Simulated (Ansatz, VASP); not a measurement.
**One calculation of BP, two programs**

```xyz
2
Lattice="0.0000 2.2261 2.2261 2.2261 0.0000 2.2261 2.2261 2.2261 0.0000" Properties=species:S:1:pos:R:3 pbc="T T T"
B     0.0000    0.0000    0.0000
P     1.1130    1.1130    1.1130
```

Alike in both runs: task relaxation of cell and atoms; functional PBEsol; k mesh 15 × 15 × 15; occupations fermi-dirac, width 0.05 eV; no spin polarisation.

```csv
,VASP,Ansatz
version,VASP 6.6.1,Ansatz 0.2.0
potentials or method,"VASP PAW PBE potentials, release 64 (B, P)","PAW with Ansatz's default frozen-core files, scalar-relativistic"
plane-wave cutoff (eV),600,420
valence electrons in the cell,8,8
```

|  | VASP | Ansatz | Ansatz less VASP |
| --- | --- | --- | --- |
| relaxed volume (Å³/atom) | 11.55 | 11.54 | -0.009 |
| relaxed cell length with the largest relative difference (Å) | 3.197 | 3.196 | -0.0008 |

VASP's potentials were made for PBE, not for PBEsol.
